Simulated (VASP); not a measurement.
Crystal: MnS.

```xyz
4
Lattice="3.9536 0.0000 0.0000 -1.9768 3.4239 0.0000 0.0000 0.0000 6.3425" Properties=species:S:1:pos:R:3 pbc="T T T"
Mn    1.9768    1.1413    3.1639
Mn    0.0000    2.2826    6.3352
S     0.0000    2.2826    3.9714
S     1.9768    1.1413    0.8001
```

Base run:

- Program: VASP 6.6.1
- Functional: PBEsol
- Potentials or basis: VASP PAW PBE potentials, release 64 (Mn_pv, S)
- Cutoff: 520 eV
- k mesh: 7 × 7 × 4
- Occupations: fermi-dirac, width 0.05 eV
- Spin: collinear spin, ferromagnetic start
- Starting moments: [4.0, 4.0, 0.0, 0.0] μB
- Fixed moment: 8 μB

Its results: pressure -7.9 GPa; site moments Mn +3.70; S -0.03 μB; largest force 0.107 eV/Å.

Task: The run is repeated on the same cell with these changes: fixed moment from 8 μB to 4 μB; moments at the start from [4.0, 4.0, 0.0, 0.0] to [2.0, 2.0, 0.0, 0.0]. What comes out?

Result: Pressure -18.9 GPa; site moments Mn +2.06; S -0.11 μB; largest force 0.029 eV/Å.

Caveats: the cell stands under tension; the PAW data sets were made with another functional, which shifts forces and pressure a little; the total moment is fixed, so each spin has its own Fermi level and the state may be an excited one; the run started ferromagnetic, and an antiferromagnetic order may lie lower in energy.
